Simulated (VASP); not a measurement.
Wanted: the native input for a VASP 6.6.1 run.

```yaml
Task: single point
Functional: PBEsol
Potentials_or_basis: VASP PAW PBE potentials, release 64 (W_sv, Se)
Cutoff: 500 eV
k_mesh: 8 × 8 × 2
Occupations: gaussian, width 0.05 eV
Spin: collinear spin, zero start
Starting_moments: "[0.0, 0.0, 0.0, 0.0, 0.0, 0.0] μB"
Fixed_moment: 0 μB
Hubbard_terms: W d U = 2.0 eV
Dipole_correction: no
Further_INCAR_settings: ALGO = Normal; EDIFF = 1e-06; NBANDS = 39
```

The structure of WSe2 lies in POSCAR:

```
WSe2
1.0
    3.2899988200      0.0000000000      0.0000000000
   -1.6449994100      2.8492225500      0.0000000000
    0.0000000000      0.0000000000     12.9700014400
W Se
2 4
Direct
    0.3333333333      0.6666666667      0.2500000000
    0.6666666667      0.3333333333      0.7500000000
    0.3333333333      0.6666666667      0.6210000000
    0.6666666667      0.3333333333      0.1210000000
    0.3333333333      0.6666666667      0.8790000000
    0.6666666667      0.3333333333      0.3790000000
```

These files were run (other wordings do the same):

INCAR

```
PREC = Accurate
ENCUT = 500
EDIFF = 1E-6
ISMEAR = 0
SIGMA = 0.05
LREAL = False
LASPH = True
NELM = 200
ALGO = Normal
ISIF = 2
LWAVE = False
LCHARG = True
ISPIN = 2
MAGMOM = 0 0 0 0 0 0
LORBIT = 11
NUPDOWN = 0.0
LMAXMIX = 4
LDAU = True
LDAUTYPE = 2
LDAUL = 2 -1
LDAUU = 2 0
LDAUJ = 0 0
LDAUPRINT = 1
GGA = PS
LELF = True
LVHAR = True
NBANDS = 39
GGA_COMPAT = False
```

KPOINTS

```
regular mesh
0
Gamma
  8 8 2
```

Potentials or basis: VASP PAW PBE potentials, release 64 (W_sv, Se).

The run is started by

```sh
$ cat potpaw_PBE.64/W_sv/POTCAR potpaw_PBE.64/Se/POTCAR > POTCAR
$ mpirun -np 1 vasp_std > vasp.out
```

Results of the run:

| Quantity | Value |
| --- | --- |
| Pressure | 0.5 GPa |
| Largest force | 0.094 eV/Å |
| Net moment | 0.00 μB per cell |
| Valence electrons inside the program's atomic spheres | W 11.94; Se 3.90 |

Caveat: the PAW data sets were made with another functional, which shifts forces and pressure a little; this functional lacks dispersion, which binds layers or chains, so the pressure and a relaxed spacing across them are unreliable; the total moment is fixed, so each spin has its own Fermi level.

It took 4.4 min on 1 thread of Oxide Virtual Turin-like Processor, on a shared host, peak memory 0.3 GiB.
